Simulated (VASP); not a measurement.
Set up this calculation in VASP 6.6.1, as the native input.

```yaml
Task: single point
Functional: r2SCAN
Potentials_or_basis: VASP PAW PBE potentials, release 64 (B, P)
Cutoff: 520 eV
k_mesh: 10 × 10 × 10
Occupations: gaussian, width 0.05 eV
Spin: no spin polarisation
Dipole_correction: no
Further_INCAR_settings: ALGO = Normal; EDIFF = 1e-06; NBANDS = 11
```

The system is BP.

```xyz
2
Lattice="0.0000 2.3087 2.2690 2.3087 0.0000 2.2690 2.3087 2.3087 0.0000" Properties=species:S:1:pos:R:3 pbc="T T T"
B     0.0000    0.0000    0.0000
P     3.4631    3.4631    3.4035
```

This cell differs from its parent crystal: strain +0.0175 x Voigt [1, 1, 0, 0, 0, 0].

One way to write it, as run:

POSCAR

```
BP
1.0
    0.0000000000      2.3087075000      2.2690000000
    2.3087075000      0.0000000000      2.2690000000
    2.3087075000      2.3087075000      0.0000000000
B P
1 1
Direct
    0.0000000000      0.0000000000      0.0000000000
    0.7500000000      0.7500000000      0.7500000000
```

INCAR.step1

```
SYSTEM = BP
PREC = Accurate ; ENCUT = 520
ISMEAR = 0 ; SIGMA = 0.05
LREAL = .False. ; LASPH = .True.
NELM = 100 ; NBANDS = 11
GGA = PE ; ALGO = Normal
EDIFF = 1E-4 ; LWAVE = .True.
LCHARG = .False.
```

INCAR.step2

```
SYSTEM = BP
PREC = Accurate ; ENCUT = 520
EDIFF = 1E-6 ; ISMEAR = 0
SIGMA = 0.05 ; LREAL = .False.
LASPH = .True. ; NELM = 100
ALGO = Normal ; ISIF = 2
LWAVE = .False. ; LCHARG = .False.
METAGGA = R2SCAN ; LMIXTAU = .True.
NBANDS = 11 ; ISTART = 1
```

KPOINTS

```
Automatic mesh
0
Gamma
  10 10 10
  0 0 0
```

Potentials or basis: VASP PAW PBE potentials, release 64 (B, P).

The run is started by

```sh
$ cat potpaw_PBE.64/B/POTCAR potpaw_PBE.64/P/POTCAR > POTCAR
$ cp INCAR.step1 INCAR
$ mpirun -np 1 vasp_std > vasp.out
$ cp INCAR.step2 INCAR
$ mpirun -np 1 vasp_std > vasp.out
```

It gave:

| Property | Result |
| --- | --- |
| Pressure | -6.1 GPa |
| Band gap on the k mesh | 1.22 eV, indirect (least direct gap 3.40 eV) |

Caveat: the cell differs from its parent crystal (strain +0.0175 x Voigt [1, 1, 0, 0, 0, 0]); the PAW data sets were made with another functional, which shifts forces and pressure a little.

Run time: 29 s on 1 thread of Intel(R) Xeon(R) 6975P-C (Granite Rapids), with other jobs on the host, peak memory 0.15 GiB.
